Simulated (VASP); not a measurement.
The system is HfC.

```
CELL_PARAMETERS angstrom
3.20199 0.00000 0.00000
-1.60100 2.77301 0.00000
0.00000 0.00000 5.52436
ATOMIC_POSITIONS crystal
Hf 0.66667 0.33333 0.75000
Hf 0.33333 0.66667 0.25000
C 0.00000 0.00000 0.00000
C 0.00000 0.00000 0.50000
```

| Quantity | Value |
| --- | --- |
| Program | VASP 6.6.1 |
| Task | relaxation of cell and atoms |
| Functional | PBE |
| Potentials or basis | VASP PAW PBE potentials, release 64 (Hf_pv, C) |
| Cutoff | 600 eV |
| k mesh | 18 × 18 × 8 |
| Occupations | gaussian, width 0.1 eV |
| Spin | no spin polarisation |

At the start: pressure 5.5 GPa; volume 12.26 Å³/atom.

Q: Where does the relaxation end?

A: Over 8 steps the energy falls by 51.7 meV/atom and the volume is 12.50 Å³/atom (+2.0 %); space group P6_3/mmc (No. 194, to 0.1 Å) before and after.

Step by step:
| step | energy change (eV) | largest force (eV/Å) | pressure (GPa) | volume (Å³) |
| --- | --- | --- | --- | --- |
| 1 | 0.0000 | 0.0000 | 5.53 | 49.05 |
| 2 | -0.1468 | 0.0000 | -8.35 | 52.02 |
| 3 | -0.1577 | 0.0000 | -5.54 | 51.35 |
| 4 | -0.1933 | 0.0000 | 3.63 | 49.26 |
| 5 | -0.2066 | 0.0000 | 0.33 | 49.97 |
| 6 | -0.2066 | 0.0000 | 0.44 | 49.94 |
| 7 | -0.2068 | 0.0000 | -0.20 | 50.07 |
| 8 | -0.2068 | 0.0000 | 0.05 | 50.02 |

Final structure:
```
CELL_PARAMETERS angstrom
3.32696 0.00000 0.00000
-1.66348 2.88123 0.00000
0.00000 0.00000 5.21800
ATOMIC_POSITIONS crystal
Hf 0.66667 0.33333 0.75000
Hf 0.33333 0.66667 0.25000
C 0.00000 0.00000 0.00000
C 0.00000 0.00000 0.50000
```
